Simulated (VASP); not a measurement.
Crystal: Ni.

```
Ni
1.0
     0.00000    1.71246    1.71246
     1.71246    0.00000    1.71246
     1.71246    1.71246    0.00000
Ni
1
Cartesian
  0.0000 0.0000 0.0000
```

Base run:

- Program: VASP 6.6.1
- Functional: LDA
- Potentials or basis: VASP PAW LDA potentials, release 64 (Ni)
- Cutoff: 520 eV
- k mesh: 16 × 16 × 16
- Occupations: gaussian, width 0.03 eV
- Spin: collinear spin, ferromagnetic start
- Starting moments: [0.607] μB

Its results: pressure -0.7 GPa; net moment 0.57 μB per cell.

After a change of settings the same cell gave: pressure 2.0 GPa; net moment 0.00 μB per cell. Which change was it?
A. k mesh from 16 × 16 × 16 to 10 × 10 × 10; occupations from gaussian, width 0.03 eV to fermi-dirac, width 0.05 eV
B. k mesh from 16 × 16 × 16 to 4 × 4 × 4; occupations from gaussian, width 0.03 eV to fermi-dirac, width 0.05 eV
C. occupations from gaussian, width 0.03 eV to fermi-dirac, width 0.3 eV
D. k mesh from 16 × 16 × 16 to 13 × 13 × 13; occupations from gaussian, width 0.03 eV to fermi-dirac, width 0.05 eV

C.
